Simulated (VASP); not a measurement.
## FeSi: single point with r2SCAN

The system is FeSi.

```
Fe Si
1.0
     4.40309    0.00000    0.00000
     0.00000    4.40309    0.00000
     0.00000    0.00000    4.40309
Fe Si
4 4
Cartesian
  0.6017 0.6017 0.6017
  1.5998 3.8014 2.8033
  2.8033 1.5998 3.8014
  3.8014 2.8033 1.5998
  3.7036 3.7036 3.7036
  2.9011 0.6995 1.5020
  1.5020 2.9011 0.6995
  0.6995 1.5020 2.9011
```

```yaml
Program: VASP 6.6.1
Task: single point
Functional: r2SCAN
Potentials_or_basis: VASP PAW PBE potentials, release 64 (Fe, Si)
Cutoff: 520 eV
k_mesh: 8 × 8 × 8
Occupations: gaussian, width 0.02 eV
Spin: no spin polarisation
Dipole_correction: no
Further_INCAR_settings: ALGO = Normal; EDIFF = 1e-07; NBANDS = 34
```

- Pressure: 0.4 GPa
- Largest force: 0.037 eV/Å
- Band gap on the k mesh: 0.33 eV (least direct gap 0.33 eV)

Forces in eV/Å, atoms in the order of the input:
```
Fe   0.022  0.022  0.022
Fe  -0.022 -0.022  0.022
Fe   0.022 -0.022 -0.022
Fe  -0.022  0.022 -0.022
Si   0.001  0.001  0.001
Si  -0.001 -0.001  0.001
Si   0.001 -0.001 -0.001
Si  -0.001  0.001 -0.001
```

Levels at points of the mesh, in eV from the valence-band top:
```csv
k point,band 20,band 21,band 22,band 23,band 24,band 25,band 26,band 27,band 28,band 29
"(0.00, 0.00, 0.00)",-0.38,-0.38,-0.38,-0.12,-0.12,0.85,0.85,0.85,3.41,3.41
"(0.50, 0.00, 0.00)",-1.39,-0.48,-0.48,-0.05,-0.05,0.37,0.37,1.96,1.96,2.54
"(0.50, 0.50, 0.00)",-1.34,-1.10,-1.10,-0.44,-0.44,0.81,0.81,1.56,1.56,3.05
"(0.50, 0.50, 0.50)",-0.81,-0.79,-0.79,-0.79,-0.79,0.73,0.73,0.73,0.73,6.34
```

Run time: 6.6 min on 1 thread of AMD EPYC 9R45 96-Core Processor (Zen 5), on a shared host, peak memory 0.25 GiB.

Caveat: the PAW data sets were made with another functional, which shifts forces and pressure a little. A k mesh can miss the band edges.
